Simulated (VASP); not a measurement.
YLu2F3: single point with PBE

The system is YLu2F3.

```
Y Lu F
1.0
     3.50528    0.00000    0.00000
     0.00000    3.50528    0.00000
     0.00000    0.00000    9.58518
Y Lu F
1 2 3
Direct
  0.00000 0.00000 0.50000
  0.00000 0.50000 0.16707
  0.50000 0.00000 0.83293
  0.50000 0.50000 0.00000
  0.00000 0.00000 0.00000
  0.50000 0.50000 0.50000
```

```
Program             : VASP 6.6.1
Task                : single point
Functional          : PBE
Potentials or basis : VASP PAW PBE potentials, release 64 (Y_sv, Lu, F)
Cutoff              : 520 eV
k mesh              : 6 × 6 × 2
Occupations         : gaussian, width 0.1 eV
Spin                : no spin polarisation
```

```json
{"Pressure": "0.0 GPa", "Largest force": "0.070 eV/Å", "Band gap on the k mesh": "zero (band 41 reaches 3.75 eV, above the bottom of band 42 at 2.79 eV)"}
```

Forces in eV/Å, atoms in the order of the input:
```
Y    0.000  0.000  0.000
Lu   0.000  0.000  0.070
Lu   0.000  0.000 -0.070
F    0.000  0.000  0.000
F    0.000  0.000  0.000
F    0.000  0.000  0.000
```

Stress tensor (GPa, compression positive):
```
-0.14  0.00  0.00
 0.00 -0.14  0.00
 0.00  0.00  0.43
```

Levels at points of the mesh, in eV from the Fermi level:
```csv
k point,band 37,band 38,band 39,band 40,band 41,band 42,band 43,band 44,band 45,band 46
"(0.00, 0.00, 0.00)",-6.01,-6.01,-3.91,-2.03,-0.96,-0.74,0.23,0.74,1.55,1.59
"(0.50, 0.00, 0.00)",-6.11,-6.09,-1.36,-0.55,-0.46,-0.41,0.71,1.00,2.03,2.37
"(0.50, 0.50, 0.00)",-5.89,-5.89,-0.96,-0.96,-0.11,0.30,0.30,1.05,1.31,1.84
"(0.00, 0.00, 0.50)",-6.01,-6.01,-3.20,-3.13,-0.94,-0.40,0.32,1.00,1.05,1.88
"(0.50, 0.00, 0.50)",-6.11,-6.09,-1.36,-0.57,-0.47,-0.40,0.74,0.96,2.06,2.25
"(0.50, 0.50, 0.50)",-5.89,-5.89,-0.84,-0.84,-0.05,0.10,0.10,1.14,1.18,1.68
```

Run time: 2.6 min on 1 thread of AMD EPYC 7R43 64-Core Processor (Zen 3) (shared host), peak memory 0.25 GiB.

Caveat: spin-orbit coupling is left out, which moves the levels of the heavy elements.
